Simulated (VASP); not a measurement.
Set up this calculation in VASP 6.6.1, as the native input.

| Quantity | Value |
| --- | --- |
| Task | single point |
| Functional | PBE |
| Potentials or basis | VASP PAW PBE potentials, release 64 (Zn, Cl, Li_sv) |
| Cutoff | 520 eV |
| k mesh | 1 × 1 × 1 |
| Occupations | fermi-dirac, width 0.1379 eV |
| Spin | no spin polarisation |
| Dipole correction | no |
| Further INCAR settings | LREAL = Auto; ALGO = Normal; EDIFF = 1e-06; NBANDS = 56; ISYM = 0 |

The structure of Li6ZnCl8 lies in POSCAR:

```
Li6ZnCl8
1.0
    6.7842910000     -0.0457590000      0.3057740000
   -0.0457590000      6.9340140000      0.0689130000
    0.3057740000      0.0689130000      6.9022230000
Zn Cl Li
1 8 6
Direct
    0.0602848845      0.5200353400      0.9842010689
    0.1855562695      0.1823079651      0.4053500341
    0.8437879651      0.3540185706      0.7948597281
    1.0520677262      0.8725460981      0.9328531219
    0.1945302808      0.7141467426      0.3171970398
    0.5386643470      0.8484502591      0.7438910906
    0.6500930789      0.1310284359      0.2549533500
    0.7395401020      0.6229011054      0.3657311392
    0.3558555657      0.4094456385      0.9644741257
    0.0208646710     -0.0059996993      1.2632122409
    0.2246444620     -0.0823297438      0.6626340751
    1.0652920260      0.4543860933      0.4177174929
    0.7906896643      0.0772544478     -0.0274440825
    0.5099787204      0.4194241974      0.6260191806
    0.5083572270      0.8351975639      0.3881606850
```

These files were run (other wordings do the same):

INCAR

```
SYSTEM = Li6ZnCl8
ALGO = Normal ; EDIFF = 1E-6
ENCUT = 520 ; GGA = PE
ISIF = 2 ; ISMEAR = -1
ISYM = 0 ; LASPH = .True.
LCHARG = .True. ; LELF = .True.
LREAL = Auto ; LVHAR = .True.
LWAVE = .False. ; NBANDS = 56
NELM = 60 ; PREC = Accurate
SIGMA = 0.1379
```

KPOINTS

```
k-points
0
Gamma
  1 1 1
  0 0 0
```

Potentials or basis: VASP PAW PBE potentials, release 64 (Zn, Cl, Li_sv).

Run with:

```bash
$ cat potpaw_PBE.64/Zn/POTCAR potpaw_PBE.64/Cl/POTCAR potpaw_PBE.64/Li_sv/POTCAR > POTCAR
$ mpirun -np 1 vasp_gam > vasp.out
```

Results of the run:

The largest force is 1.701 eV/Å.

Caveat: the k points lie up to 0.93 Å⁻¹ apart; the atoms stand as in a frame of molecular dynamics.

It took 34 s on 1 thread of AMD EPYC 7R43 64-Core Processor (Zen 3) (shared host), peak memory 0.32 GiB.
